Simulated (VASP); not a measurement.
Input of a VASP 6.6.1 run:

INCAR

```
PREC = Accurate
ENCUT = 520
EDIFF = 1E-6
ISMEAR = 0
SIGMA = 0.1
LREAL = False
LASPH = True
NELM = 80
ALGO = Normal
ISIF = 2
LWAVE = False
LCHARG = False
GGA = PE
NBANDS = 24
```

The input KPOINTS:

```
regular mesh
0
Gamma
  6 6 4
```

The input POSCAR:

```
GaGeO
1.0
    2.4949751700     -2.5346349500      0.0000000000
    2.4949751700      2.5346349500      0.0000000000
    0.0000000000      0.0000000000      4.1533128100
Ga Ge O
1 1 1
Direct
    0.5000000000      0.5000000000      0.0000000000
    0.5000000000      0.5000000000      0.5000000000
    0.0000000000      0.0000000000      0.0000000000
```

Potentials or basis: VASP PAW PBE potentials, release 64 (Ga_d, Ge_d, O).

Launch:

```console
$ cat potpaw_PBE.64/Ga_d/POTCAR potpaw_PBE.64/Ge_d/POTCAR potpaw_PBE.64/O/POTCAR > POTCAR
$ mpirun -np 1 vasp_std > vasp.out
```

(1) What does it give for the pressure?

(2) Predict the band gap on the k mesh.

Answers

(1) 9.0 GPa.

(2) zero (an odd number of electrons rules out a gap without spin polarisation).

Caveat: the k points lie up to 0.38 Å⁻¹ apart, too coarse for converged energies and pressures of a metal; an odd number of electrons without spin polarisation forces a metal; a magnetic or distorted state may lie lower.
